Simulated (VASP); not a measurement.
# CdTe (zincblende type) (F-43m) in VASP: further runs, part 2 of 2

VASP 6.6.1. Earlier steps stand in the parts before.

### Step 3. Single point, r2SCAN

POSCAR reads:

```
CdTe
1.0
    0.0000000000      3.2776284355      3.2776284355
    3.2776284355      0.0000000000      3.2776284355
    3.2776284355      3.2776284355      0.0000000000
Cd Te
1 1
Direct
    0.0000000000      0.0000000000      0.0000000000
    0.2500000000      0.2500000000      0.2500000000
```

INCAR.step1 reads:

```
PREC     = Accurate       # precision mode
ENCUT    = 520            # plane-wave cutoff, eV
ISMEAR   = -1             # smearing method
SIGMA    = 0.02           # smearing width, eV
LREAL    = F              # projectors in reciprocal space
LASPH    = T              # aspherical terms in the spheres
NELM     = 80             # most SCF steps
NBANDS   = 16             # bands
GGA      = PE             # functional
ALGO     = Normal         # electronic algorithm
EDIFF    = 1E-4           # SCF threshold, eV
LWAVE    = T              # write WAVECAR
LCHARG   = F              # write CHGCAR
```

INCAR.step2 reads:

```
PREC     = Accurate       # precision mode
ENCUT    = 520            # plane-wave cutoff, eV
EDIFF    = 1E-7           # SCF threshold, eV
ISMEAR   = -1             # smearing method
SIGMA    = 0.02           # smearing width, eV
LREAL    = F              # projectors in reciprocal space
LASPH    = T              # aspherical terms in the spheres
NELM     = 80             # most SCF steps
ALGO     = Normal         # electronic algorithm
ISIF     = 2              # what is computed and relaxed
LWAVE    = F              # write WAVECAR
LCHARG   = F              # write CHGCAR
METAGGA  = R2SCAN         # meta-GGA
LMIXTAU  = T            
NBANDS   = 16             # bands
ISTART   = 1
```

KPOINTS reads:

```
Automatic mesh
0
Gamma
  9 9 9
```

Potentials or basis: VASP PAW PBE potentials, release 64 (Cd, Te).

Command:

```
$ cat potpaw_PBE.64/Cd/POTCAR potpaw_PBE.64/Te/POTCAR > POTCAR
$ cp INCAR.step1 INCAR
$ mpirun -np 1 vasp_std > vasp.out
$ cp INCAR.step2 INCAR
$ mpirun -np 1 vasp_std > vasp.out
```

OUTCAR:

```text
PREC = Accurate
   ENCUT = 520
   EDIFF = 1E-7
   ISMEAR = -1
   LREAL = F
   LASPH = T
   NELM = 80
   ISIF = 2
   METAGGA = R2SCAN
   ISTART = 1

 ion  position               nearest neighbor table
   1  0.000  0.000  0.000-   2 2.84   2 2.84   2 2.84   2 2.84
   2  0.250  0.250  0.250-   1 2.84   1 2.84   1 2.84   1 2.84

  LATTYP: Found a face centered cubic cell.
 ALAT       =     6.5552568710

  Lattice vectors:

 A1 = (   0.0000000000,   3.2776284355,   3.2776284355)
 A2 = (   3.2776284355,   0.0000000000,   3.2776284355)
[... 624 lines left out ...]
      4      -6.4892      2.00000
      5      -6.3693      2.00000
      6      -5.9535      2.00000
[... 8 lines left out ...]
     15      12.9894      0.00000
     16      14.1730      0.00000

 [... further k-points ...]
[... 5 lines left out ...]
  --------------------------------------------------------------------------------------
  -------------------------------------------------------------------------------------
  Total        0.0631904      0.0631904      0.0631904     -0.0000000     -0.0000000      0.0000000
  in kB        1.4376474      1.4376474      1.4376474     -0.0000000     -0.0000000      0.0000000
  external PRESSURE =       1.4376474 kB  Pullay stress =       0.0000000 kB

 VOLUME and BASIS-vectors are now :
 -----------------------------------------------------------------------------
  energy-cutoff  :      520.00
  volume of cell :       70.42
      direct lattice vectors                 reciprocal lattice vectors
     0.000000000  3.277628436  3.277628436    -0.152549323  0.152549323  0.152549323
     3.277628436  0.000000000  3.277628436     0.152549323 -0.152549323  0.152549323
     3.277628436  3.277628436  0.000000000     0.152549323  0.152549323 -0.152549323

 POSITION                                       TOTAL-FORCE (eV/Angst)
 -----------------------------------------------------------------------------------
      0.00000      0.00000      0.00000         0.000000      0.000000      0.000000
      1.63881      1.63881      1.63881        -0.000000     -0.000000     -0.000000
 -----------------------------------------------------------------------------------
    total drift:                               -0.000001     -0.000001     -0.000001

  FREE ENERGIE OF THE ION-ELECTRON SYSTEM (eV)
  ---------------------------------------------------
  free  energy   TOTEN  =       -46.6454903708 eV

  energy  without entropy=      -46.6454903708  energy(sigma->0) =      -46.64549037
```

OUTCAR.step1:

```text
PREC = Accurate
   ENCUT = 520
   ISMEAR = -1
   LREAL = F
   LASPH = T
   NELM = 80
[... 674 lines left out ...]
 -----------------------------------------------------------------------------------
      0.00000      0.00000      0.00000         0.000000      0.000000      0.000000
      1.63881      1.63881      1.63881        -0.000000     -0.000000     -0.000000
 -----------------------------------------------------------------------------------
    total drift:                               -0.000000     -0.000000     -0.000000

  FREE ENERGIE OF THE ION-ELECTRON SYSTEM (eV)
  ---------------------------------------------------
  free  energy   TOTEN  =        -4.8043638192 eV

  energy  without entropy=       -4.8043638190  energy(sigma->0) =       -4.80436382
```

OSZICAR.step1:

```text
N       E                     dE             d eps       ncg     rms          rms(c)
DAV:   1     0.979538173337E+02    0.97954E+02   -0.82480E+03  1136   0.971E+02
DAV:   2    -0.152905230938E+01   -0.99483E+02   -0.95012E+02  1360   0.232E+02
DAV:   3    -0.500221880743E+01   -0.34732E+01   -0.34689E+01  1384   0.450E+01
DAV:   4    -0.503566123311E+01   -0.33442E-01   -0.33441E-01  1720   0.384E+00
DAV:   5    -0.503573674654E+01   -0.75513E-04   -0.75513E-04  1432   0.173E-01    0.523E+00
DAV:   6    -0.481814754460E+01    0.21759E+00   -0.37267E-01  1344   0.713E+00    0.433E+00
DAV:   7    -0.480304553455E+01    0.15102E-01   -0.10384E-01  1336   0.206E+00    0.168E+00
DAV:   8    -0.480397565570E+01   -0.93012E-03   -0.10191E-02  1240   0.114E+00    0.454E-01
DAV:   9    -0.480430891535E+01   -0.33326E-03   -0.96037E-04  1376   0.318E-01    0.101E-01
DAV:  10    -0.480436381919E+01   -0.54904E-04   -0.10142E-04  1120   0.101E-01
   1 F= -.48043638E+01 E0= -.48043638E+01  d E =-.204323E-09
```

Run time: 4.2 min. Hardware: 1 thread of Intel Xeon 8259CL, shared host; peak memory 0.24 GiB.

What came out:

- Free energy: -46.6455 eV
- Pressure: 0.1 GPa
- Band gap on the k mesh: 1.16 eV

Levels at points of the mesh, in eV from the valence-band top:
```
           k point  band 7  band 8  band 9  band 10  band 11  band 12
(0.00, 0.00, 0.00)    0.00    0.00    0.00     1.16     5.05     5.05
```

Caveat: the PAW data sets were made with another functional, which shifts forces and pressure a little; spin-orbit coupling is left out, which moves the levels of the heavy elements.

### Step 4. Single point, r2SCAN

This run uses another cell than the first one: it holds 4 atoms, not 2.

POSCAR reads:

```
CdTe
1.0
   -3.2776287560      3.2776287560      0.0000000000
    0.0000000000      0.0000000000      6.5552575120
    3.2776287560      3.2776287560      0.0000000000
Cd Te
2 2
Direct
    0.0000000000      0.0000000000      0.0000000000
    0.5000000000      0.5000000000      0.5000000000
    0.0000000000      0.2500000000      0.5000000000
    0.5000000000      0.7500000000      0.0000000000
```

INCAR.step1 reads:

```
SYSTEM = CdTe
ALGO = Normal ; EDIFF = 1E-4
ENCUT = 520 ; GGA = PE
ISMEAR = -1 ; LASPH = .True.
LCHARG = .False. ; LREAL = .False.
LWAVE = .True. ; NBANDS = 26
NELM = 100 ; PREC = Accurate
SIGMA = 0.02
```

INCAR.step2 reads:

```
SYSTEM = CdTe
ALGO = Normal ; EDIFF = 1E-6
ENCUT = 520 ; ISIF = 2
ISMEAR = -1 ; ISTART = 1
LASPH = .True. ; LCHARG = .True.
LELF = .True. ; LMIXTAU = .True.
LREAL = .False. ; LVHAR = .True.
LWAVE = .False. ; METAGGA = R2SCAN
NBANDS = 26 ; NELM = 100
PREC = Accurate ; SIGMA = 0.02
```

KPOINTS reads:

```
k-points
0
Gamma
  6 4 6
  0 0 0
```

Command:

```
$ cat potpaw_PBE.64/Cd/POTCAR potpaw_PBE.64/Te/POTCAR > POTCAR
$ cp INCAR.step1 INCAR
$ mpirun -np 1 vasp_std > vasp.out
$ cp INCAR.step2 INCAR
$ mpirun -np 1 vasp_std > vasp.out
```

Run time: 6.9 min. Hardware: 1 thread of Intel Xeon 8259CL, shared host; peak memory 0.32 GiB.

The run converged. Its results:

```
Free energy            : -93.2880 eV
Pressure               : 0.1 GPa
Band gap on the k mesh : 1.16 eV
```

Levels at points of the mesh, in eV from the valence-band top:
```
           k point  band 14  band 15  band 16  band 17  band 18  band 19  band 20  band 21  band 22  band 23
(0.00, 0.00, 0.00)    -1.80    -1.80     0.00     0.00     0.00     1.16     2.95     2.99     5.05     5.05
(0.50, 0.00, 0.00)    -3.60    -2.06    -2.06    -0.77    -0.77     3.49     3.49     5.55     5.55     6.02
(0.00, 0.50, 0.00)    -2.56    -1.04    -1.04    -1.04    -1.04     3.25     3.25     3.72     3.72     6.91
(0.50, 0.50, 0.00)    -4.30    -0.74    -0.74    -0.74    -0.74     2.19     2.19     5.60     5.60     5.60
(0.50, 0.00, 0.50)    -4.18    -1.80    -1.80    -1.79    -1.79     2.95     2.95     2.99     2.99     9.26
(0.50, 0.50, 0.50)    -4.05    -2.25    -2.25    -2.10    -2.10     4.55     4.55     4.95     4.95     6.05
```

Caveat: the PAW data sets were made with another functional, which shifts forces and pressure a little; spin-orbit coupling is left out, which moves the levels of the heavy elements.

### Step 5. Relaxation of cell and atoms, r2SCAN

This run uses another cell than the first one, of 30.00 Å³/atom.

POSCAR reads:

```
CdTe
1.0
    0.0000000000      3.1072325060      3.1072325060
    3.1072325060      0.0000000000      3.1072325060
    3.1072325060      3.1072325060      0.0000000000
Cd Te
1 1
Direct
    0.0000000000      0.0000000000      0.0000000000
    0.2500000000      0.2500000000      0.2500000000
```

INCAR.step1 reads:

```
ALGO = Normal ; EDIFF = 1E-4
ENCUT = 600 ; GGA = PE
ISMEAR = -1 ; LASPH = True
LCHARG = False ; LREAL = False
LWAVE = True ; NELM = 60
PREC = Accurate ; SIGMA = 0.02
```

INCAR.step2 reads:

```
ALGO = Normal ; EDIFF = 1E-6
EDIFFG = -0.005 ; ENCUT = 600
IBRION = 2 ; ISIF = 3
ISMEAR = -1 ; ISTART = 1
LASPH = True ; LCHARG = False
LMIXTAU = True ; LREAL = False
LWAVE = False ; METAGGA = R2SCAN
NELM = 60 ; NSW = 60
PREC = Accurate ; SIGMA = 0.02
```

KPOINTS reads:

```
k-points
0
Gamma
  9 9 9
```

Command:

```
$ cat potpaw_PBE.64/Cd/POTCAR potpaw_PBE.64/Te/POTCAR > POTCAR
$ cp INCAR.step1 INCAR
$ mpirun -np 1 vasp_std > vasp.out
$ cp INCAR.step2 INCAR
$ mpirun -np 1 vasp_std > vasp.out
```

It took 11 min on 1 thread of Intel Xeon 8259CL, shared host; peak memory 0.26 GiB.

It converged, with:

* Free energy: -46.6435 eV
* Relaxed volume: 35.31 Å³/atom
* Relaxed cell: a = 4.640 Å, b = 4.640 Å, c = 4.640 Å, α = 60.00°, β = 60.00°, γ = 60.00°
* Space group after relaxing (to 0.1 Å): F-43m (No. 216)
* Energy gained by relaxing: 136.7 meV/atom
* Ionic steps: 5
* Pressure after relaxing: 0.0 GPa
* Band gap on the k mesh: 1.15 eV

The path:
```tsv
step	energy change (eV)	largest force (eV/Å)	pressure (GPa)	volume (Å³)
1	0.0000	0.0000	9.62	60.00
2	-0.2118	0.0000	-2.84	77.04
3	-0.2734	0.0000	0.04	70.58
4	-0.2733	0.0000	-0.08	70.80
5	-0.2734	0.0000	0.02	70.63
```

Final structure:
```yaml
crystal:
  lattice:
    - [0.00000, 3.28079, 3.28079]
    - [3.28079, 0.00000, 3.28079]
    - [3.28079, 3.28079, 0.00000]
  atoms:
    - { symbol: Cd, position: [0.00000, 0.00000, 0.00000] }
    - { symbol: Te, position: [0.25000, 0.25000, 0.25000] }
```

Levels at points of the mesh, in eV from the valence-band top:
```
           k point  band 7  band 8  band 9  band 10  band 11  band 12
(0.00, 0.00, 0.00)    0.00    0.00    0.00     1.15     5.06     5.06
```

Caveat: the volume moved by over 15 % at a fixed basis, so the end points are rough; the PAW data sets were made with another functional, which shifts forces and pressure a little; spin-orbit coupling is left out, which moves the levels of the heavy elements.

### Step 6. Overview

```csv
task,cell,k mesh,cutoff (eV),gap on the mesh (eV),pressure (GPa)
single point,"a = 4.635 Å, angles 60.0°, 2 atoms, atomic positions A",9 × 9 × 9,520,1.16,0.1
single point,"a = 4.635, b = 6.555 Å, 4 atoms, atomic positions B",6 × 4 × 6,520,1.16,0.1
relaxation of cell and atoms,"relaxed from a = 4.394 Å, angles 60.0°, 2 atoms, atomic positions A",9 × 9 × 9,600,1.15,0.0
```

Alike in all rows: level r2SCAN; potentials or basis VASP PAW PBE potentials, release 64 (Cd, Te); no spin polarisation; smearing fermi-dirac 0.02 eV.

Caveats: the PAW data sets were made with another functional, which shifts forces and pressure a little; spin-orbit coupling is left out, which moves the levels of the heavy elements; the volume moved by over 15 % at a fixed basis, so the end points are rough (at least some runs).

Total energies depend on the potentials used, so only differences within one code and one set of settings carry meaning.
